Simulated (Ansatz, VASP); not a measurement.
**Two plane-wave programs on Rh**

```
Rh
1.0
    -2.34940    2.34940    1.28164
     2.34940   -2.34940    1.28164
     2.34940    2.34940   -1.28164
Rh
2
Cartesian
  0.0000 0.0000 0.0000
  0.0000 2.3494 0.6408
```

Alike in both runs: task single point; functional r2SCAN; k mesh 8 × 8 × 8; occupations gaussian, width 0.1 eV; no spin polarisation.

|  | VASP | Ansatz |
| --- | --- | --- |
| version | VASP 6.6.1 | Ansatz 0.2.0 |
| potentials or method | VASP PAW PBE potentials, release 64 (Rh_pv), cutoff 550 eV | scalar-relativistic, plane waves, PAW |
| valence electrons in the cell | 30 | 34 |

|  | VASP | Ansatz | Ansatz less VASP |
| --- | --- | --- | --- |
| gap on the k mesh at the Fermi level (eV) | none | none | - |
| pressure (GPa) | 20.8 | 19.4 | -1.33 |
| traceless stress, the component that is largest in VASP (GPa) | 8.43 | 8.47 | +0.038 |

VASP's potentials were made for PBE, not for r2SCAN. A gap of «none» marks a metal or a gap that the smearing closes. VASP's potentials hold 30 valence electrons a cell and Ansatz's 34, so a difference there can come from the potentials and not from the codes.
